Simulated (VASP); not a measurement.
Write the native input for VASP 6.6.1 that does the following.

| Property | Result |
| --- | --- |
| Task | single point |
| Functional | PBE |
| Potentials or basis | VASP PAW PBE potentials, release 64 (Si, F) |
| Cutoff | 520 eV |
| k mesh | 6 × 6 × 4 |
| Occupations | gaussian, width 0.1 eV |
| Spin | collinear spin |
| Starting moments | [0.0, 0.0, 0.0, 1.0, 1.0, 1.0, 1.0] μB |
| Dipole correction | no |
| Further INCAR settings | ALGO = Normal; EDIFF = 1e-06; NBANDS = 33 |

The structure of Si3F4 lies in POSCAR:

```
Si3F4
1.0
    5.2785567000      0.0000000000      0.0000000000
   -2.6392783500      4.5713642000      0.0000000000
    0.0000000000      0.0000000000      4.1717578600
Si F
3 4
Direct
    0.5000000000      0.0000000000      0.5000000000
    0.0000000000      0.5000000000      0.5000000000
    0.5000000000      0.5000000000      0.5000000000
    0.0000000000      0.0000000000      0.5000000000
    0.5000000000      0.0000000000      0.0000000000
    0.0000000000      0.5000000000      0.0000000000
    0.5000000000      0.5000000000      0.0000000000
```

The cell was built from a structure type or drawn by symmetry, and may not be a known phase.

These files were run (other wordings do the same):

INCAR

```
PREC     = Accurate       # precision mode
ENCUT    = 520            # plane-wave cutoff, eV
EDIFF    = 1E-6           # SCF threshold, eV
ISMEAR   = 0              # smearing method
SIGMA    = 0.1            # smearing width, eV
LREAL    = F              # projectors in reciprocal space
LASPH    = T              # aspherical terms in the spheres
NELM     = 150            # most SCF steps
ALGO     = Normal         # electronic algorithm
ISIF     = 2              # what is computed and relaxed
LWAVE    = F              # write WAVECAR
LCHARG   = T              # write CHGCAR
ISPIN    = 2              # spin polarisation
MAGMOM   = 0 0 0 1 1 1 1  # initial moments
LORBIT   = 11             # projections on sites
GGA      = PE             # functional
LELF     = T              # ELF
LVHAR    = T            
NBANDS   = 33             # bands
```

KPOINTS

```
regular mesh
0
Gamma
  6 6 4
```

Potentials or basis: VASP PAW PBE potentials, release 64 (Si, F).

Command:

```sh
$ cat potpaw_PBE.64/Si/POTCAR potpaw_PBE.64/F/POTCAR > POTCAR
$ mpirun -np 1 vasp_std > vasp.out
```

Results of the run:

The pressure is -6.8 GPa, the band gap on the k mesh is zero (filled and empty bands overlap) and the net moment is 0.00 μB per cell. The valence electrons inside the program's atomic spheres are Si 1.43; F 5.99, 6.05 (each value once).

Caveat: the k points lie up to 0.38 Å⁻¹ apart, too coarse for converged energies and pressures of a metal.

Wall time 49 s on 1 thread of AMD EPYC 9R45 96-Core Processor (Zen 5) (shared host), peak memory 0.26 GiB.
